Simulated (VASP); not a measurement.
# GaO4 (P-43m) in VASP: notebook, part 3 of 3

VASP 6.6.1. Earlier steps stand in the parts before.

### Step 5. Relaxation of cell and atoms, PBE, collinear spin, ferromagnetic start

INCAR reads:

```
  PREC = Accurate
  ENCUT = 600
  EDIFF = 1E-7
  ISMEAR = 0
  SIGMA = 0.1
  LREAL = F
  LASPH = T
  NELM = 150
  ALGO = Normal
  ISIF = 3
  LWAVE = F
  LCHARG = F
  ISPIN = 2
  MAGMOM = 0 1 1 1 1
  LORBIT = 11
  GGA = PE
  IBRION = 2
  NSW = 90
  EDIFFG = -0.04
```

KPOINTS reads:

```
regular mesh
0
Gamma
  4 4 4
```

POSCAR reads:

```
GaO4
1.0
    4.0666167200      0.0000000000      0.0000000000
    0.0000000000      4.0666167200      0.0000000000
    0.0000000000      0.0000000000      4.0666167200
Ga O
1 4
Direct
    0.0000000000      0.0000000000      0.0000000000
    0.2437810800      0.7562189200      0.7562189200
    0.7562189200      0.2437810800      0.7562189200
    0.7562189200      0.7562189200      0.2437810800
    0.2437810800      0.2437810800      0.2437810800
```

Potentials or basis: VASP PAW PBE potentials, release 64 (Ga_d, O).

Command:

```console
$ cat potpaw_PBE.64/Ga_d/POTCAR potpaw_PBE.64/O/POTCAR > POTCAR
$ mpirun -np 1 vasp_std > vasp.out
```

OUTCAR:

```text
PREC = Accurate
   ENCUT = 600
   EDIFF = 1E-7
   ISMEAR = 0
   LREAL = F
   LASPH = T
   NELM = 150
   ISIF = 3
   ISPIN = 2
   LORBIT = 11
   GGA = PE
   IBRION = 2
   NSW = 90
   EDIFFG = -0.04

 ion  position               nearest neighbor table
   1  0.000  0.000  0.000-   2 1.72   3 1.72   4 1.72   5 1.72
   2  0.244  0.756  0.756-   1 1.72
   3  0.756  0.244  0.756-   1 1.72
   4  0.756  0.756  0.244-   1 1.72
   5  0.244  0.244  0.244-   1 1.72

  LATTYP: Found a simple cubic cell.
 ALAT       =     4.0666167200

  Lattice vectors:

 A1 = (   4.0666167200,   0.0000000000,   0.0000000000)
 A2 = (   0.0000000000,   4.0666167200,   0.0000000000)
 A3 = (   0.0000000000,   0.0000000000,   4.0666167200)

Analysis of symmetry for initial positions (statically):
=====================================================================
 Subroutine PRICEL returns:
 Original cell was already a primitive cell.

 Routine SETGRP: Setting up the symmetry group for a
 simple cubic supercell.

 Subroutine GETGRP returns: Found 24 space group operations
 (whereof 24 operations were pure point group operations)
 out of a pool of 48 trial point group operations.

The static configuration has the point symmetry T_d .

Analysis of symmetry for dynamics (positions and initial velocities):
=====================================================================
 Subroutine PRICEL returns:
 Original cell was already a primitive cell.

 Routine SETGRP: Setting up the symmetry group for a
 simple cubic supercell.

 Subroutine GETGRP returns: Found 24 space group operations
 (whereof 24 operations were pure point group operations)
 out of a pool of 48 trial point group operations.

The dynamic configuration has the point symmetry T_d .

Analysis of structural, dynamic, and magnetic symmetry:
=====================================================================
 Subroutine PRICEL returns:
 Original cell was already a primitive cell.

 Routine SETGRP: Setting up the symmetry group for a
 simple cubic supercell.

 Subroutine GETGRP returns: Found 24 space group operations
 (whereof 24 operations were pure point group operations)
 out of a pool of 48 trial point group operations.

The overall configuration has the point symmetry T_d .

 Subroutine INISYM returns: Found 24 space group operations
 (whereof 24 operations are pure point group operations),
 and found     1 'primitive' translations

----------------------------------------------------------------------------------------

                                     Primitive cell

  volume of cell :      67.2512

  direct lattice vectors                    reciprocal lattice vectors
     4.066616720  0.000000000  0.000000000     0.245904660  0.000000000  0.000000000
     0.000000000  4.066616720  0.000000000     0.000000000  0.245904660  0.000000000
     0.000000000  0.000000000  4.066616720     0.000000000  0.000000000  0.245904660

  length of vectors
     4.066616720  4.066616720  4.066616720     0.245904660  0.245904660  0.245904660

  position of ions in fractional coordinates (direct lattice)
     0.000000000  0.000000000  0.000000000
     0.243781080  0.756218920  0.756218920
     0.756218920  0.243781080  0.756218920
[... 73 lines left out ...]
   ISIF   =      3    stress and relaxation
   ISYM   =      2    0-nonsym 1-usesym 2-fastsym
   POTIM  = 0.5000    time-step for ionic-motion
   TEBEG  =    0.0;   TEEND  =   0.0 temperature during run
   PSTRESS=    0.0 pullay stress
   NELECT =      37.0000    total number of electrons
   NUPDOWN=      -1.0000    fix difference up-down
   EMIN   =  10.00;   EMAX   =-10.00  energy-range for DOS
   EFERMI =   0.00;   METHOD = LEGACY
   ISMEAR =     0;   SIGMA  =   0.10  broadening in eV -4-tet -1-fermi 0-gaus
   EFERMI_NEDOS =   21; number of points for ismear=-14 and -15
   IALGO  =     38    algorithm
   IMIX   =      4    mixing-type and parameters
     AMIX     =   0.40;   BMIX     =  1.00
     AMIX_MAG =   1.60;   BMIX_MAG =  1.00
  volume/ion in A,a.u.               =      13.45        90.77
  Fermi-wavevector in a.u.,A,eV,Ry     =   1.341453  2.534979 24.483636  1.799496
  Thomas-Fermi vector in A             =   2.469685
   LORBIT       =     11    0 simple, 1 ext, 2 COOP (PROOUT), +10 PAW based schemes
   GGA     = PE    functional components
   LHFCALC =     F    Hartree Fock is set to
   AEXX    =    0.0000 exact exchange contribution
   IVDW    =     0    specifies the selected vdW correction
   LEPSILON=     F    determine dielectric tensor
   LRPA    =     F    only Hartree local field effects (RPA)
 conjugate gradient relaxation of ions
 spin polarized calculation
 Gauss-broadening in eV      SIGMA  =   0.10
  energy-cutoff  :      600.00
  volume of cell :       67.25
 maximum number of plane-waves:      2272
   NGX = 17   NGY = 17   NGZ = 17

--------------------------------------- Ionic step        1  -------------------------------------------

 number of electron      37.0000003 magnetization       5.0000049

 Free energy of the ion-electron system (eV)
  ---------------------------------------------------
  ext. energy  EPLUGINS =         0.00000000
  ---------------------------------------------------
  free energy    TOTEN  =       -19.05383240 eV

  energy without entropy =      -19.04143191  energy(sigma->0) =      -19.04763216

------------------------ aborting loop because EDIFF is reached ----------------------------------------

  FORCE on cell =-STRESS in cart. coord.  units (eV):
  Direction    XX          YY          ZZ          XY          YZ          ZX
  --------------------------------------------------------------------------------------
  -------------------------------------------------------------------------------------
  Total        7.6907443      7.6907443      7.6907443     -0.0000000     -0.0000000     -0.0000000
  in kB      183.2226788    183.2226788    183.2226788     -0.0000000     -0.0000000     -0.0000000
  external PRESSURE =     183.2226788 kB  Pullay stress =       0.0000000 kB
[... 98 lines left out ...]
  FREE ENERGIE OF THE ION-ELECTRON SYSTEM (eV)
  ---------------------------------------------------
  free  energy   TOTEN  =       -19.9856974485 eV

  energy  without entropy=      -19.9735208805  energy(sigma->0) =      -19.97960916

 E-fermi :  -0.8475     XC(G=0):  -9.4707

 val. band max:       -0.8666686455   @ k =   0.5000   0.2500   0.2500
 cond. band min:      -0.7002920940   @ k =   0.2500   0.0000   0.0000
 fundamental gap:      0.1663765514
 Fermi energy:        -0.8475030198

 spin component 1

 k-point     1 :       0.0000    0.0000    0.0000
  band No.  band energies     occupation
      1     -19.3799      1.00000
      2     -18.2580      1.00000
      3     -18.2580      1.00000
      4     -18.2580      1.00000
      5     -13.3847      1.00000
      6     -13.3847      1.00000
[... 532 lines left out ...]
     23      10.0984      0.00000
     24      10.0984      0.00000

[... ionic steps 4 to 8 ...]

--------------------------------------- Ionic step        9  -------------------------------------------

 number of electron      37.0000003 magnetization       5.0000010

------------------------ aborting loop because EDIFF is reached ----------------------------------------
[... 73 lines left out ...]
--------------------------------------- Ionic step       11  -------------------------------------------

 number of electron      37.0000006 magnetization       5.0000010

 Free energy of the ion-electron system (eV)
  ---------------------------------------------------
  ext. energy  EPLUGINS =         0.00000000
  ---------------------------------------------------
  free energy    TOTEN  =       -20.10763570 eV

  energy without entropy =      -20.08929722  energy(sigma->0) =      -20.09846646

 E-fermi :   0.0833     XC(G=0): -10.0753

 val. band max:        0.0647441454   @ k =   0.5000   0.5000   0.2500
 cond. band min:       0.1416546400   @ k =   0.2500   0.2500   0.0000
 fundamental gap:      0.0769104946
 Fermi energy:         0.0832724945

 spin component 1

 k-point     1 :       0.0000    0.0000    0.0000
  band No.  band energies     occupation
      1     -18.8169      1.00000
      2     -17.3291      1.00000
      3     -17.3291      1.00000
      4     -17.3291      1.00000
      5     -12.6478      1.00000
      6     -12.6478      1.00000
[... 564 lines left out ...]
  FREE ENERGIE OF THE ION-ELECTRON SYSTEM (eV)
  ---------------------------------------------------
  free  energy   TOTEN  =       -20.1076356960 eV

  energy  without entropy=      -20.0892972177  energy(sigma->0) =      -20.09846646

 reached required accuracy - stopping structural energy minimisation

 total charge

# of ion       s       p       d       tot
------------------------------------------
    1        0.758   0.834  10.209  11.801
    2        1.614   3.105   0.000   4.719
    3        1.614   3.105   0.000   4.719
    4        1.614   3.105   0.000   4.719
    5        1.614   3.105   0.000   4.719
--------------------------------------------------
tot          7.213  13.256  10.209  30.678

 magnetization (x)

# of ion       s       p       d       tot
------------------------------------------
    1       -0.038  -0.044   0.044  -0.038
    2        0.012   1.046   0.000   1.059
    3        0.012   1.046   0.000   1.059
    4        0.012   1.046   0.000   1.059
    5        0.012   1.046   0.000   1.059
--------------------------------------------------
tot          0.012   4.140   0.044   4.196
```

OSZICAR:

```text
N       E                     dE             d eps       ncg     rms          rms(c)
DAV:   1     0.382516487574E+03    0.38252E+03   -0.20616E+04  1024   0.229E+03
DAV:   2     0.206490904236E+02   -0.36187E+03   -0.35017E+03  1184   0.569E+02
[... 128 lines left out ...]
DAV:   4    -0.201076685541E+02    0.24972E-04   -0.19159E-04  1240   0.144E-01    0.303E-02
DAV:   5    -0.201076374288E+02    0.31125E-04   -0.30165E-05  1448   0.758E-02    0.124E-02
DAV:   6    -0.201076363203E+02    0.11086E-05   -0.74694E-06  1104   0.213E-02    0.323E-03
DAV:   7    -0.201076359698E+02    0.35047E-06   -0.39540E-07  1048   0.593E-03    0.133E-03
DAV:   8    -0.201076357609E+02    0.20891E-06   -0.44183E-08   528   0.273E-03    0.583E-04
DAV:   9    -0.201076356960E+02    0.64866E-07   -0.22756E-08   496   0.142E-03
  11 F= -.20107636E+02 E0= -.20098466E+02  d E =-.601471E-03  mag=     5.0000
```

Run time: 7.8 min. Hardware: 1 thread of Intel Xeon 8259CL, shared host; peak memory 0.22 GiB.

Results:

```yaml
Free_energy: -20.1076 eV
Relaxed_volume: 12.49 Å³/atom
Relaxed_cell: a = 3.967 Å, b = 3.967 Å, c = 3.967 Å, α = 90.00°, β = 90.00°, γ = 90.00°
Space_group_after_relaxing_to_0.1_Å: P-43m (No. 215)
Energy_gained_by_relaxing: 210.8 meV/atom
Ionic_steps: 11
Pressure_after_relaxing: 0.4 GPa
Largest_force_after_relaxing: 0.008 eV/Å
Band_gap_on_the_k_mesh: zero (filled and empty bands overlap)
Net_moment: 5.00 μB per cell
Site_moments: Ga -0.04; O +1.06 μB
Valence_electrons_inside_the_program's_atomic_spheres: Ga 11.80; O 4.72
```

Forces on the atoms (eV/Å):
```
Ga   0.000  0.000  0.000
O    0.004 -0.004 -0.004
O   -0.004  0.004 -0.004
O   -0.004 -0.004  0.004
O    0.004  0.004  0.004
```

Step by step:
```csv
step,energy change (eV),largest force (eV/Å),pressure (GPa),volume (Å³)
1,0.0000,3.7181,18.32,67.25
2,-0.1828,1.5665,-11.67,83.36
3,-0.9319,0.0924,-2.16,74.55
4,-0.9335,0.1735,-1.67,74.29
5,-0.9336,0.2196,-1.42,74.15
6,-0.9525,0.2277,-1.26,72.93
7,-1.0016,0.2615,-0.55,69.37
8,-1.0423,0.3089,2.09,62.60
9,-1.0528,0.0693,0.82,62.27
10,-1.0532,0.0142,0.53,62.18
11,-1.0538,0.0077,0.38,62.43
```

Final structure:
```
Ga O
1.0
     3.96693    0.00000    0.00000
     0.00000    3.96693    0.00000
     0.00000    0.00000    3.96693
Ga O
1 4
Direct
  0.00000 0.00000 0.00000
  0.27279 0.72721 0.72721
  0.72721 0.27279 0.72721
  0.72721 0.72721 0.27279
  0.27279 0.27279 0.27279
```

Caveat: the k points lie up to 0.40 Å⁻¹ apart in the final cell, too coarse for converged energies and pressures of a metal.

### Step 6. Single point, PBE, collinear spin, ferromagnetic start

This run uses another cell than the first one, of 12.69 Å³/atom.

INCAR reads:

```
SYSTEM = GaO4
PREC     = Accurate       ! precision mode
ENCUT    = 520            ! plane-wave cutoff, eV
EDIFF    = 1E-6           ! SCF threshold, eV
ISMEAR   = 0              ! smearing method
SIGMA    = 0.1            ! smearing width, eV
LREAL    = .FALSE.        ! projectors in reciprocal space
LASPH    = .TRUE.         ! aspherical terms in the spheres
NELM     = 150            ! most SCF steps
ALGO     = Normal         ! electronic algorithm
ISIF     = 2              ! what is computed and relaxed
LWAVE    = .FALSE.        ! write WAVECAR
LCHARG   = .FALSE.        ! write CHGCAR
ISPIN    = 2              ! spin polarisation
MAGMOM   = 0 1.19 1.19 1.19 1.19 ! initial moments
LORBIT   = 11             ! projections on sites
GGA      = PE             ! functional
NBANDS   = 30             ! bands
```

KPOINTS reads:

```
Automatic mesh
0
G
  10 10 10
  0 0 0
```

POSCAR reads:

```
GaO4
1.0
    3.9883696439      0.0000000000      0.0000000000
    0.0000000000      3.9883696439      0.0000000000
    0.0000000000      0.0000000000      3.9883696439
Ga O
1 4
Direct
    0.0000000000      0.0000000000      0.0000000000
    0.2708452784      0.7291547216      0.7291547216
    0.7291547216      0.2708452784      0.7291547216
    0.7291547216      0.7291547216      0.2708452784
    0.2708452784      0.2708452784      0.2708452784
```

Potentials or basis: VASP PAW PBE potentials, release 64 (Ga_d, O).

Command:

```console
$ cat potpaw_PBE.64/Ga_d/POTCAR potpaw_PBE.64/O/POTCAR > POTCAR
$ mpirun -np 1 vasp_std > vasp.out
```

OUTCAR:

```text
SYSTEM = GaO4
   PREC = Accurate
   ENCUT = 520
   EDIFF = 1E-6
   ISMEAR = 0
   LREAL = .FALSE.
   LASPH = .TRUE.
   NELM = 150
   ISIF = 2
   ISPIN = 2
   LORBIT = 11
   GGA = PE

 ion  position               nearest neighbor table
   1  0.000  0.000  0.000-   2 1.87   3 1.87   4 1.87   5 1.87
   2  0.271  0.729  0.729-   1 1.87
   3  0.729  0.271  0.729-   1 1.87
   4  0.729  0.729  0.271-   1 1.87
   5  0.271  0.271  0.271-   1 1.87

  LATTYP: Found a simple cubic cell.
 ALAT       =     3.9883696439

  Lattice vectors:

 A1 = (   3.9883696439,   0.0000000000,   0.0000000000)
 A2 = (   0.0000000000,   3.9883696439,   0.0000000000)
 A3 = (   0.0000000000,   0.0000000000,   3.9883696439)

Analysis of symmetry for initial positions (statically):
=====================================================================
 Subroutine PRICEL returns:
 Original cell was already a primitive cell.

 Routine SETGRP: Setting up the symmetry group for a
 simple cubic supercell.
[... 1791 lines left out ...]
  --------------------------------------------------------------------------------------
  -------------------------------------------------------------------------------------
  Total        0.0458733      0.0458733      0.0458733     -0.0000000     -0.0000000     -0.0000000
  in kB        1.1584688      1.1584688      1.1584688     -0.0000000     -0.0000000     -0.0000000
  external PRESSURE =       1.1584688 kB  Pullay stress =       0.0000000 kB

 VOLUME and BASIS-vectors are now :
 -----------------------------------------------------------------------------
  energy-cutoff  :      520.00
  volume of cell :       63.44
      direct lattice vectors                 reciprocal lattice vectors
     3.988369644  0.000000000  0.000000000     0.250729017  0.000000000  0.000000000
     0.000000000  3.988369644  0.000000000     0.000000000  0.250729017  0.000000000
     0.000000000  0.000000000  3.988369644     0.000000000  0.000000000  0.250729017

 POSITION                                       TOTAL-FORCE (eV/Angst)
 -----------------------------------------------------------------------------------
      0.00000      0.00000      0.00000        -0.000000      0.000000      0.000000
      1.08023      2.90814      2.90814         0.037948     -0.037948     -0.037948
      2.90814      1.08023      2.90814        -0.037948      0.037948     -0.037948
      2.90814      2.90814      1.08023        -0.037948     -0.037948      0.037948
      1.08023      1.08023      1.08023         0.037948      0.037948      0.037948
 -----------------------------------------------------------------------------------
    total drift:                                0.000000      0.000000     -0.000000

  FREE ENERGIE OF THE ION-ELECTRON SYSTEM (eV)
  ---------------------------------------------------
  free  energy   TOTEN  =       -20.0993283221 eV

  energy  without entropy=      -20.0834688637  energy(sigma->0) =      -20.09139859

 total charge

# of ion       s       p       d       tot
------------------------------------------
    1        0.757   0.842  10.211  11.810
    2        1.617   3.104   0.000   4.721
    3        1.617   3.104   0.000   4.721
    4        1.617   3.104   0.000   4.721
    5        1.617   3.104   0.000   4.721
--------------------------------------------------
tot          7.225  13.259  10.211  30.695

 magnetization (x)

# of ion       s       p       d       tot
------------------------------------------
    1       -0.038  -0.046   0.046  -0.038
    2        0.012   1.045   0.000   1.058
    3        0.012   1.045   0.000   1.058
    4        0.012   1.045   0.000   1.058
    5        0.012   1.045   0.000   1.058
--------------------------------------------------
tot          0.012   4.134   0.046   4.192
```

stdout:

```text
POSCAR found type information on POSCAR GaO
 POSCAR found :  2 types and       5 ions
 scaLAPACK will be used
 LDA part: xc-table for (Slater+PW92), standard interpolation
 POSCAR, INCAR and KPOINTS ok, starting setup
 FFT: planning ... GRIDC
 FFT: planning ... GRID_SOFT
 FFT: planning ... GRID
 WAVECAR not read
 entering main loop
```

It took 5 min on 1 thread of Intel Xeon 8259CL, shared host; peak memory 0.29 GiB.

What came out:

```yaml
Free_energy: -20.0993 eV
Pressure: 0.1 GPa
Largest_force: 0.066 eV/Å
Band_gap_on_the_k_mesh: zero (filled and empty bands overlap)
Net_moment: 5.00 μB per cell
Site_moments: Ga -0.04; O +1.06 μB
Valence_electrons_inside_the_program's_atomic_spheres: Ga 11.81; O 4.72
```

Forces in eV/Å, atoms in the order of the input:
```
Ga   0.000  0.000  0.000
O    0.038 -0.038 -0.038
O   -0.038  0.038 -0.038
O   -0.038 -0.038  0.038
O    0.038  0.038  0.038
```

### Step 7. Overview

| task | spin | cell | k mesh | cutoff (eV) | gap on the mesh (eV) | pressure (GPa) | moment (μB) | largest force (eV/Å) |
| --- | --- | --- | --- | --- | --- | --- | --- | --- |
| single point | off | a = 4.067 Å, 5 atoms, atomic positions A | 4 × 4 × 4 | 520 | none | 12.3 | - | 3.46 |
| single point | collinear, ferromagnetic start | a = 4.013 Å, 5 atoms, atomic positions B | 4 × 4 × 4 | 520 | none | -0.1 | 5.00 | 0.07 |
| single point | collinear, ferromagnetic start | a = 4.067 Å, 5 atoms, atomic positions A | 4 × 4 × 4 | 520 | none | 18.4 | 5.00 | 3.72 |
| relaxation of cell and atoms | collinear, ferromagnetic start | relaxed from a = 4.067 Å, 5 atoms, atomic positions A | 4 × 4 × 4 | 600 | none | 0.4 | 5.00 | 0.01 |
| single point | collinear, ferromagnetic start | a = 3.988 Å, 5 atoms, atomic positions B | 10 × 10 × 10 | 520 | none | 0.1 | 5.00 | 0.07 |

Alike in all rows: level PBE; potentials or basis VASP PAW PBE potentials, release 64 (Ga_d, O); smearing gaussian 0.1 eV.

Caveats: some runs use coarse meshes; an odd number of electrons without spin polarisation forces a metal (at least some runs); a magnetic or distorted state may lie lower (at least some runs); forces of over 1 eV/Å act on the atoms, so gaps and moduli don't describe the material at rest (at least some runs).

Absolute energies hang on the potentials; compare differences alone.
